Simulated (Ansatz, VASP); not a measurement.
**CdHg in VASP and in Ansatz**

Contents of INCAR:

```
PREC = Accurate ; ENCUT = 600
EDIFF = 1E-7 ; ISMEAR = 0
SIGMA = 0.1 ; LREAL = F
LASPH = T ; NELM = 100
ALGO = Normal ; ISIF = 3
LWAVE = F ; LCHARG = F
GGA = PE ; IBRION = 2
NSW = 100 ; EDIFFG = -0.005
```

KPOINTS

```
regular mesh
0
Gamma
  14 14 8
```

POSCAR

```
CdHg
1.0
    1.8649452348     -3.0287991125      0.0000000000
    1.8649452348      3.0287991125      0.0000000000
    0.0000000000      0.0000000000      6.0575982250
Cd Hg
1 1
Direct
    0.0000000000      0.0000000000      0.0000000000
    0.5000000000      0.5000000000      0.5000000000
```

Input for Ansatz:

```yaml
crystal:
  lattice:
    - [1.8649452348, -3.0287991125, 0.0]
    - [1.8649452348, 3.0287991125, 0.0]
    - [0.0, 0.0, 6.057598225]
  atoms:
    - { symbol: Cd, position: [0.0, 0.0, 0.0] }
    - { symbol: Hg, position: [0.5, 0.5, 0.5] }
basis:
  ecutwfc: 420
kpoints:
  mp_grid: { grid: [14, 14, 8] }
hamiltonian:
  xc: pbe
scf:
  occupations: { method: gaussian, width: 0.1 }
output:
  forces: true
  stress: true
  eigenvalues: true
relax:
  adjacent_minimum: "off"
  f_tol: 0.005
  max_steps: 80
  cell: { stress_tol: 0.05 }
```

Alike in both runs: task relaxation of cell and atoms; functional PBE; k mesh 14 × 14 × 8; occupations gaussian, width 0.1 eV; no spin polarisation.

```csv
,VASP,Ansatz
version,VASP 6.6.1,Ansatz 0.2.0
potentials or method,"VASP PAW PBE potentials, release 64 (Cd, Hg), cutoff 600 eV","scalar-relativistic, plane waves, PAW"
valence electrons in the cell,24,40
```

|  | VASP | Ansatz | Ansatz less VASP |
| --- | --- | --- | --- |
| gap on the k mesh at the Fermi level, each at its own relaxed structure (eV) | none | none | - |
| relaxed volume (Å³/atom) | 25.09 | 24.67 | -0.420 |
| relaxed cell length with the largest relative difference (Å) | 5.382 | 5.792 | +0.4109 |

A gap of «none» marks a metal or a gap that the smearing closes. One of these differences is far larger than is usual between the two programs; its cause wasn't traced. VASP's potentials hold 24 valence electrons a cell and Ansatz's 40, so a difference there can come from the potentials and not from the codes.

Neither program's run includes spin-orbit coupling. Noted on VASP's run: the volume moved by over 15 % at a fixed basis, so the end points are rough.
